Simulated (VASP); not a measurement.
# LuH2 (Fm-3m) in VASP: a series of runs, part 4 of 4

VASP 6.6.1.

## Step 6: Electric field gradients, LDA (volume scaled by 1.06)

File INCAR:

```
SYSTEM = LuH2
ALGO     = Normal         ! electronic algorithm
EDIFF    = 1E-8           ! SCF threshold, eV
ENCUT    = 520            ! plane-wave cutoff, eV
GGA      = CA             ! functional
ISIF     = 2              ! what is computed and relaxed
ISMEAR   = -1             ! smearing method
LASPH    = .TRUE.         ! aspherical terms in the spheres
LCHARG   = .FALSE.        ! write CHGCAR
LEFG     = .TRUE.       
LREAL    = .FALSE.        ! projectors in reciprocal space
LWAVE    = .FALSE.        ! write WAVECAR
NBANDS   = 20             ! bands
NELM     = 60             ! most SCF steps
PREC     = Accurate       ! precision mode
SIGMA    = 0.02           ! smearing width, eV
```

File KPOINTS:

```
k-points
0
G
  8 8 8
  0 0 0
```

File POSCAR:

```
LuH2
1.0
    0.0000000000      2.5658556676      2.5658556676
    2.5658556676      0.0000000000      2.5658556676
    2.5658556676      2.5658556676      0.0000000000
Lu H
1 2
Direct
    0.0000000000      0.0000000000      0.0000000000
    0.2500000000      0.2500000000      0.2500000000
    0.7500000000      0.7500000000      0.7500000000
```

Potentials or basis: VASP PAW PBE potentials, release 64 (Lu, H).

On the command line:

```bash
cat potpaw_PBE.64/Lu/POTCAR potpaw_PBE.64/H/POTCAR > POTCAR
mpirun -np 1 vasp_std > vasp.out
```

OUTCAR:

```text
SYSTEM = LuH2
   EDIFF = 1E-8
   ENCUT = 520
   GGA = CA
   ISIF = 2
   ISMEAR = -1
   LASPH = .TRUE.
   LREAL = .FALSE.
   NELM = 60
   PREC = Accurate

 ion  position               nearest neighbor table
   1  0.000  0.000  0.000-   3 2.22   3 2.22   3 2.22   2 2.22   3 2.22   2 2.22   2 2.22   2 2.22

   2  0.250  0.250  0.250-   1 2.22   1 2.22   1 2.22   1 2.22
   3  0.750  0.750  0.750-   1 2.22   1 2.22   1 2.22   1 2.22

  LATTYP: Found a face centered cubic cell.
 ALAT       =     5.1317113352

  Lattice vectors:

 A1 = (   0.0000000000,   2.5658556676,   2.5658556676)
 A2 = (   2.5658556676,   0.0000000000,   2.5658556676)
 A3 = (   2.5658556676,   2.5658556676,   0.0000000000)

Analysis of symmetry for initial positions (statically):
[... 749 lines left out ...]
      direct lattice vectors                 reciprocal lattice vectors
     0.000000000  2.565855668  2.565855668    -0.194866768  0.194866768  0.194866768
     2.565855668  0.000000000  2.565855668     0.194866768 -0.194866768  0.194866768
     2.565855668  2.565855668  0.000000000     0.194866768  0.194866768 -0.194866768

 POSITION                                       TOTAL-FORCE (eV/Angst)
 -----------------------------------------------------------------------------------
      0.00000      0.00000      0.00000         0.000000      0.000000      0.000000
      1.28293      1.28293      1.28293        -0.000000     -0.000000     -0.000000
      3.84878      3.84878      3.84878         0.000000      0.000000     -0.000000
 -----------------------------------------------------------------------------------
    total drift:                               -0.000000     -0.000000     -0.000000

  FREE ENERGIE OF THE ION-ELECTRON SYSTEM (eV)
  ---------------------------------------------------
  free  energy   TOTEN  =       -13.9197535159 eV

  energy  without entropy=      -13.9164578245  energy(sigma->0) =      -13.91810567

 Electric field gradients (V/A^2)
---------------------------------------------------------------------
 ion       V_xx      V_yy      V_zz      V_xy      V_xz      V_yz
---------------------------------------------------------------------
   1      -0.000     0.000     0.000    -0.001    -0.001    -0.001
   2       0.000     0.000    -0.000    -0.000    -0.000    -0.000
   3       0.000     0.000    -0.000    -0.000    -0.000    -0.000
---------------------------------------------------------------------

 Electric field gradients after diagonalization (V/A^2)
 (convention: |V_zz| > |V_xx| > |V_yy|)
----------------------------------------------------------------------
 ion       V_xx      V_yy      V_zz     asymmetry (V_yy - V_xx)/ V_zz
----------------------------------------------------------------------
   1       0.001     0.001    -0.003       0.000
   2       0.000     0.000    -0.000       0.000
   3       0.000     0.000    -0.000       0.000
----------------------------------------------------------------------

           NMR quadrupolar parameters

 Cq : quadrupolar parameter    Cq=e*Q*V_zz/h
 eta: asymmetry parameters     (V_yy - V_xx)/ V_zz
 Q  : nuclear electric quadrupole moment in mb (millibarn)
----------------------------------------------------------------------
 ion       Cq(MHz)       eta       Q (mb)
----------------------------------------------------------------------
   1      -0.000       0.000       1.000
   2      -0.000       0.000       1.000
   3      -0.000       0.000       1.000
----------------------------------------------------------------------
```

OSZICAR:

```text
N       E                     dE             d eps       ncg     rms          rms(c)
DAV:   1     0.954971301105E+02    0.95497E+02   -0.10735E+04  1500   0.437E+03
DAV:   2    -0.655571990178E+01   -0.10205E+03   -0.99035E+02  1228   0.427E+02
DAV:   3    -0.143682043098E+02   -0.78125E+01   -0.77458E+01  1336   0.795E+01
DAV:   4    -0.146521708464E+02   -0.28397E+00   -0.28288E+00  1672   0.127E+01
DAV:   5    -0.146557925217E+02   -0.36217E-02   -0.36205E-02  1312   0.152E+00    0.699E+00
DAV:   6    -0.140610565073E+02    0.59474E+00   -0.97993E-01  1832   0.252E+01    0.337E+00
DAV:   7    -0.139198473524E+02    0.14121E+00   -0.31020E-01  1860   0.761E+00    0.697E-01
DAV:   8    -0.139197913104E+02    0.56042E-04   -0.53417E-02  1544   0.168E+00    0.245E-01
DAV:   9    -0.139197688543E+02    0.22456E-04   -0.20151E-03  1900   0.755E-01    0.364E-02
DAV:  10    -0.139197446574E+02    0.24197E-04   -0.21392E-04  1824   0.300E-01    0.306E-02
DAV:  11    -0.139197541364E+02   -0.94790E-05   -0.30506E-05  1724   0.710E-02    0.705E-03
DAV:  12    -0.139197535918E+02    0.54459E-06   -0.39081E-06  1872   0.376E-02    0.278E-03
DAV:  13    -0.139197535121E+02    0.79726E-07   -0.11690E-06  1784   0.148E-02    0.303E-04
DAV:  14    -0.139197535159E+02   -0.37817E-08   -0.41497E-08  1344   0.151E-03
   1 F= -.13919754E+02 E0= -.13918106E+02  d E =-.329569E-02
```

stdout:

```text
POSCAR found type information on POSCAR LuH
 POSCAR found :  2 types and       3 ions
 scaLAPACK will be used
 -----------------------------------------------------------------------------
|                                                                             |
|                                                                             |
|     You enforced a specific xc type in the INCAR file but a different       |
|     I HOPE YOU KNOW WHAT YOU ARE DOING!                                     |
|                                                                             |
 -----------------------------------------------------------------------------

 LDA part: xc-table for (Slater(with rela. corr.)+CA(PZ))
 , standard interpolation
 POSCAR, INCAR and KPOINTS ok, starting setup
 FFT: planning ... GRIDC
 FFT: planning ... GRID_SOFT
 FFT: planning ... GRID
 WAVECAR not read
 entering main loop
ion   1

ion   2

ion   3
```

Run time: 10 s. Hardware: 1 thread of Intel Xeon 6975P-C (Granite Rapids), shared host; peak memory 0.16 GiB.

Results:

```
Free energy : -13.9198 eV
Pressure    : -10.3 GPa
```

Caveat: without QUAD_EFG the Cq values of the log hold for a quadrupole moment of 1 mb, not for the nuclei; the PAW data sets were made with another functional, which shifts forces and pressure a little; spin-orbit coupling is left out, which moves the levels of the heavy elements.

## Step 7: Overview

| cell | gap on the mesh (eV) | pressure (GPa) |
| --- | --- | --- |
| a = 3.511 Å, angles 60.0°, 3 atoms | none | -2.7 |
| a = 3.547 Å, angles 60.0°, 3 atoms | none | -5.4 |
| a = 3.582 Å, angles 60.0°, 3 atoms | none | -7.7 |
| a = 3.629 Å, angles 60.0°, 3 atoms | none | -10.3 |

Alike in all rows: task electric field gradients; level LDA; potentials or basis VASP PAW PBE potentials, release 64 (Lu, H); no spin polarisation; k mesh 8 × 8 × 8; cutoff (eV) 520; smearing fermi-dirac 0.02 eV.

Caveats: the PAW data sets were made with another functional, which shifts forces and pressure a little; spin-orbit coupling is left out, which moves the levels of the heavy elements.

Total energies depend on the potentials used, so only differences within one code and one set of settings carry meaning.
